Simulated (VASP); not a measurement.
Wanted: the native input for a VASP 6.6.1 run.

```
Task                   : single point
Functional             : PBE
Dispersion             : D3(BJ)
Potentials or basis    : VASP PAW PBE potentials, release 64 (C)
Cutoff                 : 520 eV
k mesh                 : 15 × 15 × 1
Occupations            : gaussian, width 0.1 eV
Spin                   : no spin polarisation
Dipole correction      : yes
Further INCAR settings : ALGO = Normal; EDIFF = 1e-07; NBANDS = 16
```

The structure of C lies in POSCAR:

```
C
1.0
    2.4656524409      0.0000000000      0.0000000000
   -1.2328262205      2.1353176508      0.0000000000
    0.0000000000      0.0000000000     17.5000663883
C
4
Direct
    0.6666666667      0.3333333333      0.2571437784
    0.3333333333      0.6666666667      0.2571418816
    1.1666666667      0.3333333333      0.4577163429
    0.8333333333      0.6666666667      0.4577144461
```

The input as run:

INCAR

```
PREC = Accurate
ENCUT = 520
EDIFF = 1E-7
ISMEAR = 0
SIGMA = 0.1
LREAL = F
LASPH = T
NELM = 60
ALGO = Normal
ISIF = 2
LWAVE = F
LCHARG = F
LDIPOL = T
IDIPOL = 3
DIPOL = 0.5 0.5 0.357
GGA = PE
IVDW = 12
NBANDS = 16
```

KPOINTS

```
Automatic mesh
0
Gamma
  15 15 1
```

Potentials or basis: VASP PAW PBE potentials, release 64 (C).

Command:

```bash
$ cat potpaw_PBE.64/C/POTCAR > POTCAR
$ mpirun -np 1 vasp_std > vasp.out
```

It gave:

The largest force is 0.012 eV/Å, the band gap on the k mesh is 0.17 eV, direct and the dispersion energy per atom is -0.116 eV.

Run time: 2 min on 1 thread of Intel(R) Xeon(R) Platinum 8259CL CPU @ 2.50GHz (Skylake/Cascade Lake) (shared host), peak memory 0.24 GiB.
